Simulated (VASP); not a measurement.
# SiNi (P1) in VASP: single point with PBEsol

Aim: the single point of SiNi with PBEsol.

All numbers are computed with VASP 6.6.1; they aren't measurements. Logs are shortened: lines on timing, memory, paths and dates and some standing lists are left out, and cuts for length are marked.

### 1 The cell of the first run

The typed cell holds 16 atoms: a = 4.468 Å, b = 4.468 Å, c = 8.998 Å, α = 94.75°, β = 85.25°, γ = 90.00°.

### 2 Single point, PBEsol (the part above a cut slid along it)

File INCAR:

```
PREC = Accurate
ENCUT = 600
EDIFF = 1E-6
ISMEAR = 0
SIGMA = 0.15
LREAL = False
LASPH = True
NELM = 120
ALGO = Normal
ISIF = 2
LWAVE = False
LCHARG = True
GGA = PS
LVHAR = True
NBANDS = 70
GGA_COMPAT = False
KPAR = 4
```

File KPOINTS:

```
regular mesh
0
Gamma
  9 9 5
```

File POSCAR:

```
SiNi
1.0
    0.0000000000     -4.4679769961      0.0000000000
    0.0000000000      0.0000000000     -4.4679769961
    8.9359539923     -0.7448117652      0.7448117652
Si Ni
8 8
Direct
    0.1246576528      0.1824132898      0.1732322644
    0.0413076528      0.2657632898      0.6732322644
    0.8336673472      0.6663326528      0.0767677356
    0.7503173472      0.7496826528      0.5767677356
    0.1925617102      1.0003673472      0.9232322644
    0.2759117102      0.9170173472      0.4232322644
    0.5157132898      0.4842867102      0.8267677356
    0.5990632898      0.4009367102      0.3267677356
    0.7135661541      0.9884528685      0.8244952443
    0.7969161541      0.9051028685      0.3244952443
   -0.0052911541      0.5052911541      0.9255047557
    0.0780588459      0.4219411541      0.4255047557
    0.6365721315      0.1614088459      0.0744952443
    0.5532221315      0.2447588459      0.5744952443
    0.3217528685      0.6782471315      0.1755047557
    0.2384028685      0.7615971315      0.6755047557
```

Potentials or basis: VASP PAW PBE potentials, release 64 (Si, Ni).

Run with:

```bash
> cat potpaw_PBE.64/Si/POTCAR potpaw_PBE.64/Ni/POTCAR > POTCAR
> mpirun -np 4 vasp_std > vasp.out
```

OUTCAR:

```text
PREC = Accurate
   ENCUT = 600
   EDIFF = 1E-6
   ISMEAR = 0
   LREAL = False
   LASPH = True
   NELM = 120
   ISIF = 2
   GGA = PS

 ion  position               nearest neighbor table
   1  0.125  0.182  0.173-   5 2.32  10 2.34  15 2.38  13 2.38  15 2.42  12 2.42  13 2.42   8 2.76
                             8 2.76   3 2.76   6 2.76   3 2.76  11 2.85
   2  0.041  0.266  0.673-   9 2.34  16 2.38  12 2.38  14 2.38  16 2.42  11 2.42  14 2.42   7 2.76
                             7 2.76   4 2.76   5 2.76   6 2.76   4 2.76
   3  0.834  0.666  0.077-  11 1.60  13 2.38  10 2.38  15 2.38  13 2.42  15 2.42   5 2.58   1 2.76
                             8 2.76   1 2.76   7 2.82   9 2.87
   4  0.750  0.750  0.577-  12 2.34  14 2.38   9 2.38  16 2.38  14 2.42  10 2.42  16 2.42   6 2.76
                             6 2.76   2 2.76   7 2.76   8 2.76   2 2.76
   5  0.193  0.000  0.923-   1 2.32  11 2.38  16 2.38   9 2.38  11 2.42   9 2.42  13 2.57   3 2.58
                             2 2.76   7 2.76   7 2.76  13 2.80  15 2.88
   6  0.276  0.917  0.423-  14 2.34  12 2.38  15 2.38  10 2.38  12 2.42  16 2.42  10 2.42   4 2.76
                             4 2.76   1 2.76   2 2.76   8 2.76   8 2.76
   7  0.516  0.484  0.827-  16 2.34   9 2.38  11 2.38   9 2.42  14 2.42  11 2.42   2 2.76   2 2.76
                             4 2.76   5 2.76   5 2.76   3 2.82  13 2.84
   8  0.599  0.401  0.327-  15 2.34  10 2.38  14 2.38  12 2.38  10 2.42  13 2.42  12 2.42   1 2.76
                             1 2.76   3 2.76   4 2.76   6 2.76   6 2.76
   9  0.714  0.988  0.824-  13 2.32   2 2.34   7 2.38   4 2.38   5 2.38   7 2.42   5 2.42  16 2.75
                            16 2.75  11 2.75  14 2.75  11 2.75   3 2.87
  10  0.797  0.905  0.324-   1 2.34   8 2.38   3 2.38   6 2.38   8 2.42   4 2.42   6 2.42  15 2.75
                            15 2.75  12 2.75  13 2.75  14 2.75  12 2.75
  11  0.995  0.505  0.926-   3 1.60   5 2.38   7 2.38   5 2.42   2 2.42   7 2.42  13 2.59   9 2.75
                            16 2.75   9 2.75  15 2.84   1 2.85
  12  0.078  0.422  0.426-   4 2.34   6 2.38   2 2.38   8 2.38   6 2.42   1 2.42   8 2.42  14 2.75
                            14 2.75  10 2.75  15 2.75  16 2.75  10 2.75
  13  0.637  0.161  0.074-   9 2.32   3 2.38   1 2.38   3 2.42   8 2.42   1 2.42   5 2.57  11 2.59
                            10 2.75  15 2.75  15 2.75   5 2.80   7 2.84
  14  0.553  0.245  0.574-   6 2.34   4 2.38   8 2.38   2 2.38   4 2.42   7 2.42   2 2.42  12 2.75
                            12 2.75   9 2.75  10 2.75  16 2.75  16 2.75
  15  0.322  0.678  0.176-   8 2.34   1 2.38   6 2.38   3 2.38   1 2.42   3 2.42  10 2.75  10 2.75
                            12 2.75  13 2.75  13 2.75  11 2.84   5 2.88
  16  0.238  0.762  0.676-   7 2.34   2 2.38   5 2.38   4 2.38   2 2.42   6 2.42   4 2.42   9 2.75
                             9 2.75  11 2.75  12 2.75  14 2.75  14 2.75

  LATTYP: Found a base centered monoclinic cell.
 ALAT       =     6.3186736643
 B/A-ratio  =     1.0000000000
 C/A-ratio  =     1.4240045260
 COS(beta)  =    -0.1170642347

  Lattice vectors:

 A1 = (   0.0000000000,   0.0000000000,  -4.4679769961)
 A2 = (   0.0000000000,   4.4679769961,   0.0000000000)
 A3 = (   8.9359539923,  -0.7448117652,   0.7448117652)

Analysis of symmetry for initial positions (statically):
[... 171 lines left out ...]
   IMIX   =      4    mixing-type and parameters
     AMIX     =   0.40;   BMIX     =  1.00
     AMIX_MAG =   1.60;   BMIX_MAG =  1.00
  volume/ion in A,a.u.               =      11.15        75.24
  Fermi-wavevector in a.u.,A,eV,Ry     =   1.401823  2.649062 26.736922  1.965108
  Thomas-Fermi vector in A             =   2.524646
   LORBIT       =      0    0 simple, 1 ext, 2 COOP (PROOUT), +10 PAW based schemes
   GGA     = PS    functional components
   LHFCALC =     F    Hartree Fock is set to
   AEXX    =    0.0000 exact exchange contribution
   IVDW    =     0    specifies the selected vdW correction
   LEPSILON=     F    determine dielectric tensor
   LRPA    =     F    only Hartree local field effects (RPA)
 non-spin polarized calculation
 Gauss-broadening in eV      SIGMA  =   0.15
  energy-cutoff  :      600.00
  volume of cell :      178.39
 maximum number of plane-waves:      5994
   NGX = 17   NGY = 17   NGZ = 35

 number of electron     112.0000016 magnetization

 Free energy of the ion-electron system (eV)
  ---------------------------------------------------
  ext. energy  EPLUGINS =         0.00000000
  ---------------------------------------------------
  free energy    TOTEN  =       -97.70261693 eV

  energy without entropy =      -97.62908476  energy(sigma->0) =      -97.66585085

 E-fermi :  12.0396     XC(G=0): -12.7695

 val. band max:       12.0351710070   @ k =   0.1111  -0.1111   0.4000
 cond. band min:      12.0405836880   @ k =   0.1111   0.2222   0.2000
 fundamental gap:      0.0054126810
 Fermi energy:        12.0395837470

 k-point     1 :       0.0000    0.0000    0.0000
  band No.  band energies     occupation
      1      -2.2609      2.00000
      2      -0.5418      2.00000
      3      -0.4558      2.00000
      4       3.0602      2.00000
      5       3.2322      2.00000
      6       3.4665      2.00000
[... 1693 lines left out ...]
     67      15.3261      0.00000
     68      15.4309      0.00000

 [... further k-points ...]

 [bands above 68 left out]

------------------------ aborting loop because EDIFF is reached ----------------------------------------

  FORCE on cell =-STRESS in cart. coord.  units (eV):
  Direction    XX          YY          ZZ          XY          YZ          ZX
  --------------------------------------------------------------------------------------
  -------------------------------------------------------------------------------------
  Total       30.5768356      2.5457322      5.6312666     12.2496969     -6.0010175    -13.4196556
  in kB      274.6251705     22.8644371     50.5770960    110.0203808    -53.8980055   -120.5283391
  external PRESSURE =     116.0222345 kB  Pullay stress =       0.0000000 kB

 VOLUME and BASIS-vectors are now :
 -----------------------------------------------------------------------------
  energy-cutoff  :      600.00
  volume of cell :      178.39
      direct lattice vectors                 reciprocal lattice vectors
     0.000000000 -4.467976996  0.000000000    -0.018654975 -0.223814939  0.000000000
     0.000000000  0.000000000 -4.467976996     0.018654975  0.000000000 -0.223814939
     8.935953992 -0.744811765  0.744811765     0.111907470  0.000000000  0.000000000

 POSITION                                       TOTAL-FORCE (eV/Angst)
 -----------------------------------------------------------------------------------
      1.54800     -0.68599     -0.68599         0.612338     -0.135069     -0.434932
      6.01597     -0.68599     -0.68599        -0.325075     -0.038924      0.175462
      0.68599     -3.78198     -2.91998        17.655488      8.404011     -8.088612
      5.15397     -3.78198     -2.91998         0.173976     -0.004453      0.051522
      8.24996     -1.54800      0.68599        -0.565868     -0.911421      0.149856
      3.78198     -1.54800     -3.78198        -0.192316      0.037924      0.053841
[... 8 lines left out ...]
      1.56830     -1.56830     -2.89967         0.434909     -0.091532      0.216506
      6.03628     -1.56830     -2.89967        -0.300527      0.027118     -0.048289
 -----------------------------------------------------------------------------------
    total drift:                                0.000012      0.000383     -0.000235

  FREE ENERGIE OF THE ION-ELECTRON SYSTEM (eV)
  ---------------------------------------------------
  free  energy   TOTEN  =       -97.7026169288 eV

  energy  without entropy=      -97.6290847640  energy(sigma->0) =      -97.66585085
```

OSZICAR:

```text
N       E                     dE             d eps       ncg     rms          rms(c)
DAV:   1     0.917687825236E+03    0.91769E+03   -0.51724E+04 28420   0.214E+03
DAV:   2     0.222580414268E+01   -0.91546E+03   -0.87871E+03 28420   0.463E+02
DAV:   3    -0.104844930444E+03   -0.10707E+03   -0.98928E+02 29524   0.179E+02
DAV:   4    -0.111038375113E+03   -0.61934E+01   -0.60357E+01 35920   0.398E+01
[... 17 lines left out ...]
DAV:  22    -0.977026228835E+02    0.90203E-05   -0.19808E-05 35300   0.572E-02    0.552E-02
DAV:  23    -0.977026206359E+02    0.22476E-05   -0.62950E-06 29590   0.346E-02    0.356E-02
DAV:  24    -0.977026192357E+02    0.14002E-05   -0.34404E-06 24672   0.408E-02    0.244E-02
DAV:  25    -0.977026174035E+02    0.18322E-05   -0.12643E-06 18368   0.253E-02    0.123E-02
DAV:  26    -0.977026169288E+02    0.47473E-06   -0.14936E-06 18004   0.143E-02
   1 F= -.97702617E+02 E0= -.97665851E+02  d E =-.735322E-01
```

Run time: 17 min. Hardware: 4 MPI ranks of Intel Xeon 6975P-C (Granite Rapids), shared host; peak memory 1.8 GiB.

Results:

```
Free energy            : -97.7026 eV
Pressure               : 11.6 GPa
Largest force          : 21.161 eV/Å
Band gap on the k mesh : zero (bands 56 and 57 overlap by 0.55 eV)
```

Forces on the atoms (eV/Å):
```
Si    0.612  -0.135  -0.435
Si   -0.325  -0.039   0.175
Si   17.655   8.404  -8.089
Si    0.174  -0.004   0.052
Si   -0.566  -0.911   0.150
Si   -0.192   0.038   0.054
Si    0.437  -0.083   0.464
Si   -0.307   0.137  -0.084
Ni   -1.516  -0.104   0.419
Ni    0.127   0.040  -0.065
Ni  -17.641  -7.655   7.484
Ni    0.091   0.018  -0.021
Ni    1.658   0.392  -0.309
Ni   -0.342  -0.033   0.037
Ni    0.435  -0.092   0.217
Ni   -0.301   0.027  -0.048
```

Stress tensor (GPa, compression positive):
```
 27.46  11.00 -12.05
 11.00   2.29  -5.39
-12.05  -5.39   5.06
```

Caveat: the cell differs from its parent crystal (the part above a cut slid along it); atoms lie so close that the PAW spheres overlap strongly, which falsifies energies and pressures; the stress differs along the axes, from 2 to 27 GPa; the PAW data sets were made with another functional, which shifts forces and pressure a little.
